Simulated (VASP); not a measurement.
## Ga: single point with r2SCAN

The system is Ga.

```
Ga
1.0
    -1.35614    1.35614    2.26404
     1.35614   -1.35614    2.26404
     1.35614    1.35614   -2.26404
Ga
1
Direct
  0.00000 0.00000 0.00000
```

```json
{"Program": "VASP 6.6.1", "Task": "single point", "Functional": "r2SCAN", "Potentials or basis": "VASP PAW PBE potentials, release 64 (Ga_d)", "Cutoff": "520 eV", "k mesh": "13 × 13 × 13", "Occupations": "fermi-dirac, width 0.05 eV", "Spin": "no spin polarisation"}
```

The pressure is 4.8 GPa. The band gap on the k mesh is zero (an odd number of electrons rules out a gap without spin polarisation).

Stress tensor (GPa, compression positive):
```
5.28 0.00 0.00
0.00 5.28 0.00
0.00 0.00 3.85
```

Levels at points of the mesh, in eV from the Fermi level:
| k point | band 2 | band 3 | band 4 | band 5 | band 6 | band 7 | band 8 | band 9 | band 10 | band 11 |
| --- | --- | --- | --- | --- | --- | --- | --- | --- | --- | --- |
| (0.00, 0.00, 0.00) | -15.52 | -15.48 | -15.48 | -15.28 | -12.65 | 14.40 | 14.57 | 14.57 | 17.69 | 17.79 |

Run time: 97 s on 1 thread of Intel(R) Xeon(R) Platinum 8488C (Sapphire Rapids), on a shared host, peak memory 0.17 GiB.

Caveat: the cell stands under pressure; the PAW data sets were made with another functional, which shifts forces and pressure a little.
